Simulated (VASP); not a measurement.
A run of VASP 6.6.1 is set up as follows.

File INCAR:

```
SYSTEM = Ir
PREC = Accurate ; ENCUT = 520
EDIFF = 1E-7 ; ISMEAR = -1
SIGMA = 0.1 ; LREAL = .False.
LASPH = .True. ; NELM = 100
ALGO = Normal ; ISIF = 2
LWAVE = .False. ; LCHARG = .True.
GGA = PE ; LELF = .True.
LVHAR = .True. ; NBANDS = 10
```

File KPOINTS:

```
Automatic mesh
0
Gamma
  17 17 17
  0 0 0
```

Contents of POSCAR:

```
Ir
1.0
    0.0000000000      1.8689458059      1.8689458059
    1.8689458059      0.0000000000      1.8689458059
    1.8689458059      1.8689458059      0.0000000000
Ir
1
Direct
    0.0000000000      0.0000000000      0.0000000000
```

Potentials or basis: VASP PAW PBE potentials, release 64 (Ir).

Run with:

```bash
$ cat potpaw_PBE.64/Ir/POTCAR > POTCAR
$ mpirun -np 1 vasp_std > vasp.out
```

(1) Predict the pressure.

Results:

(1) 48.8 GPa.
